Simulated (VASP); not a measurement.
Write the native input for VASP 6.6.1 that does the following.

```
Task                   : single point
Functional             : PBE
Potentials or basis    : VASP PAW PBE potentials, release 64 (Cd, S)
Cutoff                 : 520 eV
k mesh                 : 9 × 9 × 5
Occupations            : fermi-dirac, width 0.05 eV
Spin                   : no spin polarisation
Dipole correction      : no
Further INCAR settings : ALGO = Normal; EDIFF = 1e-06; NBANDS = 26
```

The structure of CdS lies in POSCAR:

```
CdS
1.0
    4.1688380995      0.0000000000      0.0000000000
   -2.0844190498      3.6103196984      0.0000000000
    0.0000000000      0.0000000000      6.7796174100
Cd S
2 2
Direct
    0.6666666700      0.3333333300      0.5002243700
    0.3333333300      0.6666666700      0.0002243700
    0.6666666700      0.3333333300      0.8767756300
    0.3333333300      0.6666666700      0.3767756300
```

The input as run:

INCAR

```
SYSTEM = CdS
ALGO     = Normal         ! electronic algorithm
EDIFF    = 1E-6           ! SCF threshold, eV
ENCUT    = 520            ! plane-wave cutoff, eV
GGA      = PE             ! functional
ISIF     = 2              ! what is computed and relaxed
ISMEAR   = -1             ! smearing method
LASPH    = .True.         ! aspherical terms in the spheres
LCHARG   = .True.         ! write CHGCAR
LELF     = .True.         ! ELF
LREAL    = .False.        ! projectors in reciprocal space
LVHAR    = .True.       
LWAVE    = .False.        ! write WAVECAR
NBANDS   = 26             ! bands
NELM     = 100            ! most SCF steps
PREC     = Accurate       ! precision mode
SIGMA    = 0.05           ! smearing width, eV
```

KPOINTS

```
k-points
0
Gamma
  9 9 5
  0 0 0
```

Potentials or basis: VASP PAW PBE potentials, release 64 (Cd, S).

Command:

```bash
$ cat potpaw_PBE.64/Cd/POTCAR potpaw_PBE.64/S/POTCAR > POTCAR
$ mpirun -np 1 vasp_std > vasp.out
```

It gave:

The pressure is 1.5 GPa. The largest force is 0.003 eV/Å and the band gap on the k mesh is 1.16 eV, direct.

It took 54 s on 1 thread of Intel(R) Xeon(R) Platinum 8488C (Sapphire Rapids), on a shared host, peak memory 0.26 GiB.
